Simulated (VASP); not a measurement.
Wanted: the native input for a VASP 6.6.1 run.

| Property | Result |
| --- | --- |
| Task | single point |
| Functional | PBE |
| Potentials or basis | VASP PAW PBE potentials, release 64 (Si, O) |
| Cutoff | 520 eV |
| k mesh | 6 × 6 × 6 |
| Occupations | gaussian, width 0.05 eV |
| Spin | no spin polarisation |
| Dipole correction | no |
| Further INCAR settings | ALGO = Normal; EDIFF = 1e-06; NBANDS = 25 |

The structure of SiO2 lies in POSCAR:

```
SiO2
1.0
   -2.5133692696      2.5133692696      3.6893906705
    2.5133692696     -2.5133692696      3.6893906705
    2.5133692696      2.5133692696     -3.6893906705
Si O
2 4
Direct
    0.0000000000      0.0000000000      0.0000000000
    0.7500000000      0.2500000000      0.5000000000
    0.9520910491      0.6250000000      0.8270910491
    0.3750000000      0.2020910491      0.3270910491
    0.7979089509      0.1250000000      0.1729089509
    0.8750000000      0.0479089509      0.6729089509
```

This cell differs from its parent crystal: atoms displaced along a vibrational mode.

These files were run (other wordings do the same):

INCAR

```
PREC     = Accurate       # precision mode
ENCUT    = 520            # plane-wave cutoff, eV
EDIFF    = 1E-6           # SCF threshold, eV
ISMEAR   = 0              # smearing method
SIGMA    = 0.05           # smearing width, eV
LREAL    = F              # projectors in reciprocal space
LASPH    = T              # aspherical terms in the spheres
NELM     = 60             # most SCF steps
ALGO     = Normal         # electronic algorithm
ISIF     = 2              # what is computed and relaxed
LWAVE    = F              # write WAVECAR
LCHARG   = F              # write CHGCAR
GGA      = PE             # functional
NBANDS   = 25             # bands
```

KPOINTS

```
Automatic mesh
0
Gamma
  6 6 6
```

Potentials or basis: VASP PAW PBE potentials, release 64 (Si, O).

Launch:

```sh
$ cat potpaw_PBE.64/Si/POTCAR potpaw_PBE.64/O/POTCAR > POTCAR
$ mpirun -np 1 vasp_std > vasp.out
```

Results of the run:

```
Pressure               : 5.0 GPa
Largest force          : 0.329 eV/Å
Band gap on the k mesh : 5.79 eV
```

Caveat: the cell differs from its parent crystal (atoms displaced along a vibrational mode); the cell stands under pressure.

Run time: 100 s on 1 thread of Intel Xeon 8259CL (shared host), peak memory 0.25 GiB.
